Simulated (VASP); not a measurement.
# AsP2 (Fd-3m) in VASP: a series of runs

AsP2 is run at these levels: PBE; tasks: single point, relaxation of cell and atoms.

Everything below comes from runs of VASP 6.6.1. Logs are shortened: lines on timing, memory, paths and dates and some standing lists are left out, and cuts for length are marked.

## Step 1: The cell of the first run

Symmetry: Fd-3m, No. 227, cubic system. The conventional cell has a = 7.322 Å, b = 7.322 Å, c = 7.322 Å, α = 90.00°, β = 90.00°, γ = 90.00°. P (site symmetry -3m) has 6 P at 2.59 Å and 6 As at 3.04 Å within 3.4 Å. As (site symmetry -43m) has 12 P at 3.04 Å and 4 As at 3.17 Å within 4.0 Å.

## Step 2: Single point, PBE

INCAR

```
SYSTEM = AsP2
  PREC = Accurate
  ENCUT = 500
  EDIFF = 1E-6
  ISMEAR = 0
  SIGMA = 0.1
  LREAL = .False.
  LASPH = .True.
  NELM = 120
  ALGO = Normal
  ISIF = 2
  LWAVE = .False.
  LCHARG = .False.
  GGA = PE
  NBANDS = 24
  GGA_COMPAT = .False.
```

KPOINTS

```
regular mesh
0
Gamma
  4 4 4
  0 0 0
```

POSCAR

```
AsP2
1.0
    0.0000000000      3.6608574341      3.6608574341
    3.6608574341      0.0000000000      3.6608574341
    3.6608574341      3.6608574341      0.0000000000
P As
4 2
Direct
    0.6250000000      0.6250000000      0.6250000000
    0.1250000000      0.6250000000      0.6250000000
    0.6250000000      0.6250000000      0.1250000000
    0.6250000000      0.1250000000      0.6250000000
    0.0000000000      0.0000000000      0.0000000000
    0.2500000000      0.2500000000      0.2500000000
```

Potentials or basis: VASP PAW PBE potentials, release 64 (P, As).

The run is started by

```console
$ cat potpaw_PBE.64/P/POTCAR potpaw_PBE.64/As/POTCAR > POTCAR
$ mpirun -np 1 vasp_std > vasp.out
```

OUTCAR:

```text
SYSTEM = AsP2
   PREC = Accurate
   ENCUT = 500
   EDIFF = 1E-6
   ISMEAR = 0
   LREAL = .False.
   LASPH = .True.
   NELM = 120
   ISIF = 2
   GGA = PE

 ion  position               nearest neighbor table
   1  0.625  0.625  0.625-   2 2.59   3 2.59   4 2.59   3 2.59   4 2.59   2 2.59
   2  0.125  0.625  0.625-   1 2.59   3 2.59   4 2.59   1 2.59   3 2.59   4 2.59
   3  0.625  0.625  0.125-   1 2.59   1 2.59   2 2.59   4 2.59   4 2.59   2 2.59
   4  0.625  0.125  0.625-   1 2.59   3 2.59   1 2.59   2 2.59   3 2.59   2 2.59
   5  0.000  0.000  0.000-
   6  0.250  0.250  0.250-

  LATTYP: Found a face centered cubic cell.
 ALAT       =     7.3217148682

  Lattice vectors:

 A1 = (   0.0000000000,   3.6608574341,   3.6608574341)
 A2 = (   3.6608574341,   0.0000000000,   3.6608574341)
 A3 = (   3.6608574341,   3.6608574341,   0.0000000000)

Analysis of symmetry for initial positions (statically):
=====================================================================
 Subroutine PRICEL returns:
 Original cell was already a primitive cell.

 Routine SETGRP: Setting up the symmetry group for a
 face centered cubic supercell.

 Subroutine GETGRP returns: Found 48 space group operations
 (whereof 24 operations were pure point group operations)
 out of a pool of 48 trial point group operations.

The static configuration has the point symmetry T_d .
 The point group associated with its full space group is O_h .

Analysis of symmetry for dynamics (positions and initial velocities):
=====================================================================
 Subroutine PRICEL returns:
 Original cell was already a primitive cell.

 Routine SETGRP: Setting up the symmetry group for a
 face centered cubic supercell.

 Subroutine GETGRP returns: Found 48 space group operations
 (whereof 24 operations were pure point group operations)
 out of a pool of 48 trial point group operations.

The dynamic configuration has the point symmetry T_d .
 The point group associated with its full space group is O_h .

 Subroutine INISYM returns: Found 48 space group operations
 (whereof 24 operations are pure point group operations),
 and found     1 'primitive' translations

----------------------------------------------------------------------------------------

                                     Primitive cell

  volume of cell :      98.1247

[... 80 lines left out ...]
   LREAL  =      F    real-space projection
   EDIFFG = 0.1E-04   stopping-criterion for IOM
   NSW    =      0    number of steps for IOM
   IBRION =     -1    ionic relax: 0-MD 1-quasi-New 2-CG
   NFREE  =      0    steps in history (QN), initial steepest desc. (CG)
   ISIF   =      2    stress and relaxation
   ISYM   =      2    0-nonsym 1-usesym 2-fastsym
   POTIM  = 0.5000    time-step for ionic-motion
   TEBEG  =    0.0;   TEEND  =   0.0 temperature during run
   PSTRESS=    0.0 pullay stress
   NELECT =      30.0000    total number of electrons
   NUPDOWN=      -1.0000    fix difference up-down
   EMIN   =  10.00;   EMAX   =-10.00  energy-range for DOS
   EFERMI =   0.00;   METHOD = LEGACY
   ISMEAR =     0;   SIGMA  =   0.10  broadening in eV -4-tet -1-fermi 0-gaus
   EFERMI_NEDOS =   21; number of points for ismear=-14 and -15
   IALGO  =     38    algorithm
   IMIX   =      4    mixing-type and parameters
     AMIX     =   0.40;   BMIX     =  1.00
     AMIX_MAG =   1.60;   BMIX_MAG =  1.00
  volume/ion in A,a.u.               =      16.35       110.36
  Fermi-wavevector in a.u.,A,eV,Ry     =   1.102865  2.084113 16.548925  1.216312
  Thomas-Fermi vector in A             =   2.239315
   LORBIT       =      0    0 simple, 1 ext, 2 COOP (PROOUT), +10 PAW based schemes
   GGA     = PE    functional components
   LHFCALC =     F    Hartree Fock is set to
   AEXX    =    0.0000 exact exchange contribution
   IVDW    =     0    specifies the selected vdW correction
   LEPSILON=     F    determine dielectric tensor
   LRPA    =     F    only Hartree local field effects (RPA)
 non-spin polarized calculation
 Gauss-broadening in eV      SIGMA  =   0.10
  energy-cutoff  :      500.00
  volume of cell :       98.12
 maximum number of plane-waves:      2511
 NGX is ok and might be reduce to    40
   NGX = 19   NGY = 19   NGZ = 19

 number of electron      29.9999997 magnetization

 Free energy of the ion-electron system (eV)
  ---------------------------------------------------
  ext. energy  EPLUGINS =         0.00000000
  ---------------------------------------------------
  free energy    TOTEN  =       -26.35288255 eV

  energy without entropy =      -26.32192847  energy(sigma->0) =      -26.33740551

 E-fermi :   8.5110     XC(G=0): -11.1087

 val. band max:        8.4763261726   @ k =   0.5000   0.2500   0.0000
 cond. band min:       8.5189682246   @ k =   0.5000   0.0000   0.0000
 fundamental gap:      0.0426420520
 Fermi energy:         8.5110476854

 k-point     1 :       0.0000    0.0000    0.0000
  band No.  band energies     occupation
      1      -7.6189      2.00000
      2      -1.9087      2.00000
      3      -1.3056      2.00000
      4      -0.4616      2.00000
      5      -0.4616      2.00000
      6      -0.4616      2.00000
[... 205 lines left out ...]
     23      10.9339      0.00000
     24      10.9339      0.00000

------------------------ aborting loop because EDIFF is reached ----------------------------------------

  FORCE on cell =-STRESS in cart. coord.  units (eV):
  Direction    XX          YY          ZZ          XY          YZ          ZX
  --------------------------------------------------------------------------------------
  -------------------------------------------------------------------------------------
  Total       -0.1330834     -0.1330834     -0.1330834      0.0000000      0.0000000      0.0000000
  in kB       -2.1729808     -2.1729808     -2.1729808      0.0000000      0.0000000      0.0000000
  external PRESSURE =      -2.1729808 kB  Pullay stress =       0.0000000 kB

 VOLUME and BASIS-vectors are now :
 -----------------------------------------------------------------------------
  energy-cutoff  :      500.00
  volume of cell :       98.12
      direct lattice vectors                 reciprocal lattice vectors
     0.000000000  3.660857434  3.660857434    -0.136580025  0.136580025  0.136580025
     3.660857434  0.000000000  3.660857434     0.136580025 -0.136580025  0.136580025
     3.660857434  3.660857434  0.000000000     0.136580025  0.136580025 -0.136580025

 POSITION                                       TOTAL-FORCE (eV/Angst)
 -----------------------------------------------------------------------------------
      4.57607      4.57607      4.57607        -0.000000      0.000000      0.000000
      4.57607      2.74564      2.74564         0.000000      0.000000      0.000000
      2.74564      2.74564      4.57607        -0.000000      0.000000      0.000000
      2.74564      4.57607      2.74564         0.000000      0.000000      0.000000
      0.00000      0.00000      0.00000        -0.000000     -0.000000     -0.000000
      1.83043      1.83043      1.83043         0.000000      0.000000      0.000000
 -----------------------------------------------------------------------------------
    total drift:                                0.000000      0.000000      0.000000

  FREE ENERGIE OF THE ION-ELECTRON SYSTEM (eV)
  ---------------------------------------------------
  free  energy   TOTEN  =       -26.3528825506 eV

  energy  without entropy=      -26.3219284681  energy(sigma->0) =      -26.33740551
```

stdout:

```text
POSCAR found type information on POSCAR P As
 POSCAR found :  2 types and       6 ions
 scaLAPACK will be used
 LDA part: xc-table for (Slater+PW92), standard interpolation
 POSCAR, INCAR and KPOINTS ok, starting setup
 FFT: planning ... GRIDC
 FFT: planning ... GRID_SOFT
 FFT: planning ... GRID
 WAVECAR not read
 entering main loop
```

Run time: 27 s. Hardware: 1 thread of Oxide Virtual Turin-like, shared host; peak memory 0.19 GiB.

What came out:

* Free energy: -26.3529 eV
* Pressure: -0.2 GPa
* Band gap on the k mesh: zero (bands 15 and 16 overlap by 1.20 eV)

Levels at points of the mesh, in eV from the Fermi level:
```
           k point  band 12  band 13  band 14  band 15  band 16  band 17  band 18  band 19
(0.00, 0.00, 0.00)    -3.92    -3.47    -3.47    -3.47     2.30     2.30     2.30     3.74
(0.50, 0.00, 0.00)    -2.77    -2.31    -2.31    -0.04     0.01     1.15     1.15     1.32
(0.50, 0.50, 0.00)    -2.08    -1.56    -1.56    -0.93    -0.93     0.05     0.05     0.44
```

Caveat: the k points lie up to 0.37 Å⁻¹ apart, too coarse for converged energies and pressures of a metal.

## Step 3: Single point, PBE

This run uses another cell than the first one, of 18.58 Å³/atom.

INCAR

```
SYSTEM = AsP2
PREC     = Accurate       ! precision mode
ENCUT    = 500            ! plane-wave cutoff, eV
EDIFF    = 1E-6           ! SCF threshold, eV
ISMEAR   = 0              ! smearing method
SIGMA    = 0.1            ! smearing width, eV
LREAL    = .FALSE.        ! projectors in reciprocal space
LASPH    = .TRUE.         ! aspherical terms in the spheres
NELM     = 120            ! most SCF steps
ALGO     = Normal         ! electronic algorithm
ISIF     = 2              ! what is computed and relaxed
LWAVE    = .FALSE.        ! write WAVECAR
LCHARG   = .FALSE.        ! write CHGCAR
GGA      = PE             ! functional
NBANDS   = 24             ! bands
GGA_COMPAT= .FALSE.
```

KPOINTS

```
Automatic mesh
0
G
  4 4 4
  0 0 0
```

Edit POSCAR of step 2 so:

```diff
@@ -2,5 +2,5 @@
 1.0
-    0.0000000000      3.6608574341      3.6608574341
-    3.6608574341      0.0000000000      3.6608574341
-    3.6608574341      3.6608574341      0.0000000000
+    0.0000000000      3.8200446736      3.8200446736
+    3.8200446736      0.0000000000      3.8200446736
+    3.8200446736      3.8200446736      0.0000000000
 P As
```

Potentials or basis: VASP PAW PBE potentials, release 64 (P, As).

The run is started by

```console
$ cat potpaw_PBE.64/P/POTCAR potpaw_PBE.64/As/POTCAR > POTCAR
$ mpirun -np 1 vasp_std > vasp.out
```

It took 24 s on 1 thread of Oxide Virtual Turin-like, shared host; peak memory 0.2 GiB.

The run converged. Its results:

* Free energy: -25.9486 eV
* Pressure: -8.7 GPa
* Band gap on the k mesh: zero (bands 15 and 16 overlap by 1.25 eV)

Levels at points of the mesh, in eV from the Fermi level:
| k point | band 13 | band 14 | band 15 | band 16 | band 17 | band 18 |
| --- | --- | --- | --- | --- | --- | --- |
| (0.00, 0.00, 0.00) | -2.79 | -2.79 | -2.79 | 2.05 | 2.05 | 2.05 |
| (0.50, 0.00, 0.00) | -1.77 | -1.77 | -0.24 | -0.02 | 1.11 | 1.11 |
| (0.50, 0.50, 0.00) | -1.10 | -1.10 | -0.92 | -0.92 | 0.26 | 0.26 |

Caveat: the cell stands under tension.

[end of part 1 of 2]

The gap in the log of VASP goes by the Fermi energy; the results here count the filled bands.